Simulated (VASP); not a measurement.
A run of VASP 6.6.1 is set up as follows.

The input INCAR:

```
SYSTEM = BN
PREC = Accurate ; ENCUT = 520
EDIFF = 1E-6 ; ISMEAR = 0
SIGMA = 0.01 ; LREAL = .FALSE.
LASPH = .TRUE. ; NELM = 60
ALGO = Normal ; ISIF = 2
LWAVE = .FALSE. ; LCHARG = .FALSE.
GGA = PE ; NBANDS = 11
```

KPOINTS

```
Automatic mesh
0
G
  6 6 6
  0 0 0
```

File POSCAR:

```
BN
1.0
    0.0000000000      1.8048254650      1.8770184836
    1.8048254650      0.0000000000      1.8770184836
    1.8048254650      1.8048254650      0.0000000000
B N
1 1
Direct
    0.0000000000      0.0000000000      0.0000000000
    0.2500000000      0.2500000000      0.2500000000
```

Potentials or basis: VASP PAW PBE potentials, release 64 (B, N).

Command:

```bash
$ cat potpaw_PBE.64/B/POTCAR potpaw_PBE.64/N/POTCAR > POTCAR
$ mpirun -np 1 vasp_std > vasp.out
```

Question: Estimate the band gap on the k mesh.

Answer: 4.08 eV, indirect (least direct gap 8.44 eV).

Question: Estimate the pressure.

Answer: -9.3 GPa.

Stress tensor (GPa, compression positive):
```
 -1.07   0.00   0.00
  0.00  -1.07   0.00
  0.00   0.00 -25.67
```

Caveat: the k points lie up to 0.50 Å⁻¹ apart; the cell differs from its parent crystal (uniaxial z strain +4.0%). A k mesh can miss the band edges.
